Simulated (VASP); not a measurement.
# Ru (Fm-3m) in VASP: electric field gradients with PBE

Aim: the electric field gradients of Ru with PBE.

Everything below comes from runs of VASP 6.6.1. Logs are shortened: lines on timing, memory, paths and dates and some standing lists are left out, and cuts for length are marked.

### Step 1. The cell of the first run

Symmetry: Fm-3m, No. 225, cubic system. Conventional cell: a = 3.862 Å, b = 3.862 Å, c = 3.862 Å, α = 90.00°, β = 90.00°, γ = 90.00°. Within 3.6 Å of Ru (site symmetry m-3m) lie 12 Ru at 2.73 Å.

### Step 2. Electric field gradients, PBE (volume scaled by 1.025)

The input, INCAR:

```
PREC = Accurate
ENCUT = 520
EDIFF = 1E-8
ISMEAR = -1
SIGMA = 0.05
LREAL = False
LASPH = True
NELM = 80
ALGO = Normal
ISIF = 2
LWAVE = False
LCHARG = False
GGA = PE
LEFG = True
NBANDS = 13
```

The input, KPOINTS:

```
regular mesh
0
Gamma
  16 16 16
```

The input, POSCAR:

```
Ru
1.0
    0.0000000000      1.9308271640      1.9308271640
    1.9308271640      0.0000000000      1.9308271640
    1.9308271640      1.9308271640      0.0000000000
Ru
1
Direct
    0.0000000000      0.0000000000      0.0000000000
```

Potentials or basis: VASP PAW PBE potentials, release 64 (Ru_pv).

The run is started by

```bash
$ cat potpaw_PBE.64/Ru_pv/POTCAR > POTCAR
$ mpirun -np 1 vasp_std > vasp.out
```

OUTCAR:

```text
PREC = Accurate
   ENCUT = 520
   EDIFF = 1E-8
   ISMEAR = -1
   LREAL = False
   LASPH = True
   NELM = 80
   ISIF = 2
   GGA = PE

 ion  position               nearest neighbor table
   1  0.000  0.000  0.000-

  LATTYP: Found a face centered cubic cell.
 ALAT       =     3.8616543280

  Lattice vectors:

 A1 = (   0.0000000000,   1.9308271640,   1.9308271640)
 A2 = (   1.9308271640,   0.0000000000,   1.9308271640)
 A3 = (   1.9308271640,   1.9308271640,   0.0000000000)

Analysis of symmetry for initial positions (statically):
=====================================================================
 Subroutine PRICEL returns:
 Original cell was already a primitive cell.

 Routine SETGRP: Setting up the symmetry group for a
 face centered cubic supercell.

 Subroutine GETGRP returns: Found 48 space group operations
 (whereof 48 operations were pure point group operations)
 out of a pool of 48 trial point group operations.

The static configuration has the point symmetry O_h .

Analysis of symmetry for dynamics (positions and initial velocities):
=====================================================================
 Subroutine PRICEL returns:
 Original cell was already a primitive cell.

 Routine SETGRP: Setting up the symmetry group for a
 face centered cubic supercell.

 Subroutine GETGRP returns: Found 48 space group operations
 (whereof 48 operations were pure point group operations)
 out of a pool of 48 trial point group operations.

The dynamic configuration has the point symmetry O_h .

 Subroutine INISYM returns: Found 48 space group operations
 (whereof 48 operations are pure point group operations),
 and found     1 'primitive' translations

----------------------------------------------------------------------------------------

                                     Primitive cell

  volume of cell :      14.3966

  direct lattice vectors                    reciprocal lattice vectors
     0.000000000  1.930827164  1.930827164    -0.258956373  0.258956373  0.258956373
     1.930827164  0.000000000  1.930827164     0.258956373 -0.258956373  0.258956373
     1.930827164  1.930827164  0.000000000     0.258956373  0.258956373 -0.258956373

  length of vectors
     2.730601962  2.730601962  2.730601962     0.448525596  0.448525596  0.448525596

  position of ions in fractional coordinates (direct lattice)
     0.000000000  0.000000000  0.000000000

  ion indices of the primitive-cell ions
   primitive index   ion index
                 1           1

----------------------------------------------------------------------------------------

 KPOINTS: regular mesh

Automatic generation of k-mesh.
 Grid dimensions read from file:
 generate k-points for:   16   16   16

 Generating k-lattice:

  Cartesian coordinates                     Fractional coordinates (reciprocal lattice)
    -0.016184773  0.016184773  0.016184773     0.062500000  0.000000000  0.000000000
     0.016184773 -0.016184773  0.016184773     0.000000000  0.062500000  0.000000000
     0.016184773  0.016184773 -0.016184773     0.000000000  0.000000000  0.062500000

  Length of vectors
     0.028032850  0.028032850  0.028032850

  Shift w.r.t. Gamma in fractional coordinates (k-lattice)
     0.000000000  0.000000000  0.000000000

 Subroutine IBZKPT returns following result:
 ===========================================

 Found    145 irreducible k-points:

 Following reciprocal coordinates:
            Coordinates               Weight
  0.000000  0.000000  0.000000      1.000000
  0.062500  0.000000  0.000000      8.000000
  0.125000  0.000000  0.000000      8.000000
  0.187500  0.000000  0.000000      8.000000
  0.250000  0.000000  0.000000      8.000000
  0.312500  0.000000  0.000000      8.000000
[... 16 lines left out ...]
 -0.125000  0.062500  0.000000     24.000000
 -0.062500  0.062500  0.000000     12.000000
 [... further k-points ...]
   k-points           NKPTS =    145   k-points in BZ     NKDIM =    145   number of bands    NBANDS=     13
   number of dos      NEDOS =    301   number of ions     NIONS =      1
   total plane-waves  NPLWV =   8000
   dimension x,y,z NGX =    20 NGY =   20 NGZ =   20
   dimension x,y,z NGXF=    40 NGYF=   40 NGZF=   40
   ions per type =               1
   NGX,Y,Z   is equivalent  to a cutoff of  12.18, 12.18, 12.18 a.u.
   NGXF,Y,Z  is equivalent  to a cutoff of  24.35, 24.35, 24.35 a.u.
 SYSTEM =  unknown system
   PREC   = accura    normal or accurate (medium, high low for compatibility)
   ISTART =      0    job   : 0-new  1-cont  2-samecut
   ICHARG =      2    charge: 1-file 2-atom 10-const
   ISPIN  =      1    spin polarized calculation?
   LNONCOLLINEAR =      F non collinear calculations
   LSORBIT =      F    spin-orbit coupling
   LASPH  =      T    aspherical Exc in radial PAW
   ENCUT  =  520.0 eV  38.22 Ry    6.18 a.u.   5.08  5.08  5.08*2*pi/ulx,y,z
   NELM   =     80;   NELMIN=  2; NELMDL= -5     # of ELM steps
   EDIFF  = 0.1E-07   stopping-criterion for ELM
   LREAL  =      F    real-space projection
   EDIFFG = 0.1E-06   stopping-criterion for IOM
   NSW    =      0    number of steps for IOM
   IBRION =     -1    ionic relax: 0-MD 1-quasi-New 2-CG
   NFREE  =      0    steps in history (QN), initial steepest desc. (CG)
   ISIF   =      2    stress and relaxation
   ISYM   =      2    0-nonsym 1-usesym 2-fastsym
   POTIM  = 0.5000    time-step for ionic-motion
   TEBEG  =    0.0;   TEEND  =   0.0 temperature during run
   PSTRESS=    0.0 pullay stress
   NELECT =      14.0000    total number of electrons
   NUPDOWN=      -1.0000    fix difference up-down
   EMIN   =  10.00;   EMAX   =-10.00  energy-range for DOS
   EFERMI =   0.00;   METHOD = LEGACY
   ISMEAR =    -1;   SIGMA  =   0.05  broadening in eV -4-tet -1-fermi 0-gaus
   EFERMI_NEDOS =   21; number of points for ismear=-14 and -15
   IALGO  =     38    algorithm
   IMIX   =      4    mixing-type and parameters
     AMIX     =   0.40;   BMIX     =  1.00
     AMIX_MAG =   1.60;   BMIX_MAG =  1.00
  volume/ion in A,a.u.               =      14.40        97.15
  Fermi-wavevector in a.u.,A,eV,Ry     =   1.621925  3.064994 35.792041  2.630641
  Thomas-Fermi vector in A             =   2.715622
   LORBIT       =      0    0 simple, 1 ext, 2 COOP (PROOUT), +10 PAW based schemes
   GGA     = PE    functional components
[... 5 lines left out ...]
 non-spin polarized calculation
  energy-cutoff  :      520.00
  volume of cell :       14.40
 maximum number of plane-waves:       399
   NGX = 11   NGY = 11   NGZ = 11

 number of electron      13.9999993 magnetization

 Free energy of the ion-electron system (eV)
  ---------------------------------------------------
  ext. energy  EPLUGINS =         0.00000000
  ---------------------------------------------------
  free energy    TOTEN  =        -9.10441754 eV

  energy without entropy =       -9.09417234  energy(sigma->0) =       -9.09929494

 E-fermi :  11.7518     XC(G=0): -13.7576

 val. band max:       11.7506533131   @ k =   0.2500   0.0000   0.0000
 cond. band min:      11.7659575008   @ k =   0.5000   0.0625   0.0000
 fundamental gap:      0.0153041876
 Fermi energy:        11.7517654559

 k-point     1 :       0.0000    0.0000    0.0000
  band No.  band energies     occupation
      1     -30.7032      2.00000
      2     -30.7032      2.00000
      3     -30.7032      2.00000
      4       4.1580      2.00000
      5       9.3534      2.00000
      6       9.3534      2.00000
      7       9.3534      2.00000
      8      11.5908      1.92306
      9      11.5908      1.92306
     10      22.3236      0.00000
     11      26.8016      0.00000
     12      32.2267      0.00000
     13      32.2267      0.00000

 k-point     2 :       0.0625    0.0000    0.0000
  band No.  band energies     occupation
      1     -30.7380      2.00000
      2     -30.7078      2.00000
      3     -30.7078      2.00000
      4       4.3154      2.00000
      5       9.2742      2.00000
      6       9.4181      2.00000
      7       9.4181      2.00000
      8      11.5511      1.96449
      9      11.5511      1.96449
     10      22.3236      0.00000
     11      27.0554      0.00000
     12      31.4306      0.00000
     13      32.4754      0.00000

 k-point     3 :       0.1250    0.0000    0.0000
  band No.  band energies     occupation
      1     -30.8365      2.00000
      2     -30.7209      2.00000
      3     -30.7209      2.00000
      4       4.7604      2.00000
      5       9.0852      2.00000
      6       9.5795      2.00000
      7       9.5795      2.00000
      8      11.4743      1.99225
      9      11.4743      1.99225
     10      22.3235      0.00000
     11      27.7259      0.00000
     12      29.8701      0.00000
     13      33.1937      0.00000

 k-point     4 :       0.1875    0.0000    0.0000
  band No.  band energies     occupation
      1     -30.9820      2.00000
      2     -30.7404      2.00000
      3     -30.7404      2.00000
      4       5.3903      2.00000
      5       8.9351      2.00000
      6       9.7271      2.00000
      7       9.7271      2.00000
      8      11.4916      1.98906
      9      11.4916      1.98906
     10      22.3235      0.00000
     11      28.2026      0.00000
     12      28.5120      0.00000
     13      34.2994      0.00000

 k-point     5 :       0.2500    0.0000    0.0000
  band No.  band energies     occupation
      1     -31.1509      2.00000
      2     -30.7632      2.00000
      3     -30.7632      2.00000
      4       5.9652      2.00000
      5       9.0991      2.00000
      6       9.7248      2.00000
      7       9.7248      2.00000
      8      11.7507      1.01112
      9      11.7507      1.01112
     10      22.3234      0.00000
     11      26.5939      0.00000
     12      28.7378      0.00000
     13      35.6014      0.00000
[... 257 lines left out ...]
 k-point    22 :      -0.1875    0.0625    0.0000
  band No.  band energies     occupation
      1     -31.0440      2.00000
      2     -30.7806      2.00000
      3     -30.7386      2.00000
      4       5.7346      2.00000
      5       8.7964      2.00000
      6       9.7801      2.00000
      7       9.8412      2.00000
      8      11.1903      1.99997
      9      11.9371      0.04795
     10      22.3235      0.00000
     11      27.7671      0.00000
     12      28.8424      0.00000
     13      33.5425      0.00000

 k-point    23 :      -0.1250    0.0625    0.0000
  band No.  band energies     occupation
      1     -30.8948      2.00000
      2     -30.7538      2.00000
      3     -30.7203      2.00000
      4       5.0877      2.00000
      5       8.9118      2.00000
      6       9.6969      2.00000
      7       9.7227      2.00000
      8      11.2010      1.99997
      9      11.6932      1.52659
     10      22.3236      0.00000
     11      28.1893      0.00000
     12      29.3076      0.00000
     13      32.7667      0.00000

 k-point    24 :      -0.0625    0.0625    0.0000
  band No.  band energies     occupation
      1     -30.7868      2.00000
      2     -30.7282      2.00000
      3     -30.7095      2.00000
      4       4.5700      2.00000
      5       9.1291      2.00000
      6       9.5074      2.00000
      7       9.5562      2.00000
      8      11.3797      1.99883
      9      11.6138      1.88094
     10      22.3236      0.00000
     11      27.4541      0.00000
     12      30.6707      0.00000
     13      32.3739      0.00000

 [... further k-points ...]
[... 5 lines left out ...]
  --------------------------------------------------------------------------------------
  -------------------------------------------------------------------------------------
  Total       -1.0032600     -1.0032600     -1.0032600      0.0000000     -0.0000000     -0.0000000
  in kB     -111.6513224   -111.6513224   -111.6513224      0.0000000     -0.0000000     -0.0000000
  external PRESSURE =    -111.6513224 kB  Pullay stress =       0.0000000 kB

 VOLUME and BASIS-vectors are now :
 -----------------------------------------------------------------------------
  energy-cutoff  :      520.00
  volume of cell :       14.40
      direct lattice vectors                 reciprocal lattice vectors
     0.000000000  1.930827164  1.930827164    -0.258956373  0.258956373  0.258956373
     1.930827164  0.000000000  1.930827164     0.258956373 -0.258956373  0.258956373
     1.930827164  1.930827164  0.000000000     0.258956373  0.258956373 -0.258956373

 POSITION                                       TOTAL-FORCE (eV/Angst)
 -----------------------------------------------------------------------------------
      0.00000      0.00000      0.00000        -0.000000      0.000000      0.000000
 -----------------------------------------------------------------------------------
    total drift:                                0.000000     -0.000000      0.000000

  FREE ENERGIE OF THE ION-ELECTRON SYSTEM (eV)
  ---------------------------------------------------
  free  energy   TOTEN  =        -9.1044175423 eV

  energy  without entropy=       -9.0941723409  energy(sigma->0) =       -9.09929494

 Electric field gradients (V/A^2)
---------------------------------------------------------------------
 ion       V_xx      V_yy      V_zz      V_xy      V_xz      V_yz
---------------------------------------------------------------------
   1       0.000     0.000    -0.000    -0.001    -0.001    -0.001
---------------------------------------------------------------------

 Electric field gradients after diagonalization (V/A^2)
 (convention: |V_zz| > |V_xx| > |V_yy|)
----------------------------------------------------------------------
 ion       V_xx      V_yy      V_zz     asymmetry (V_yy - V_xx)/ V_zz
----------------------------------------------------------------------
   1       0.001     0.001    -0.001       0.000
----------------------------------------------------------------------

           NMR quadrupolar parameters

 Cq : quadrupolar parameter    Cq=e*Q*V_zz/h
 eta: asymmetry parameters     (V_yy - V_xx)/ V_zz
 Q  : nuclear electric quadrupole moment in mb (millibarn)
----------------------------------------------------------------------
 ion       Cq(MHz)       eta       Q (mb)
----------------------------------------------------------------------
   1      -0.000       0.000       1.000
----------------------------------------------------------------------
```

Wall time 14 s (1 thread of Intel Xeon Platinum 8559C (Emerald Rapids), shared host); peak memory 0.14 GiB.

Results:

```
Free energy            : -9.1044 eV
Pressure               : -11.2 GPa
Band gap on the k mesh : zero (band 7 reaches 13.76 eV, above the bottom of band 8 at 10.49 eV)
```

Levels at points of the mesh, in eV from the Fermi level:
| k point | band 3 | band 4 | band 5 | band 6 | band 7 | band 8 | band 9 | band 10 | band 11 | band 12 |
| --- | --- | --- | --- | --- | --- | --- | --- | --- | --- | --- |
| (0.00, 0.00, 0.00) | -42.45 | -7.59 | -2.40 | -2.40 | -2.40 | -0.16 | -0.16 | 10.57 | 15.05 | 20.47 |
| (0.50, 0.00, 0.00) | -42.57 | -5.68 | -2.51 | -2.51 | 0.96 | 1.54 | 1.54 | 9.34 | 10.57 | 14.63 |
| (0.50, 0.50, 0.00) | -42.77 | -5.91 | -5.46 | 1.50 | 2.01 | 2.01 | 3.46 | 10.57 | 12.85 | 13.04 |

Caveat: without QUAD_EFG the Cq values of the log hold for a quadrupole moment of 1 mb, not for the nuclei.
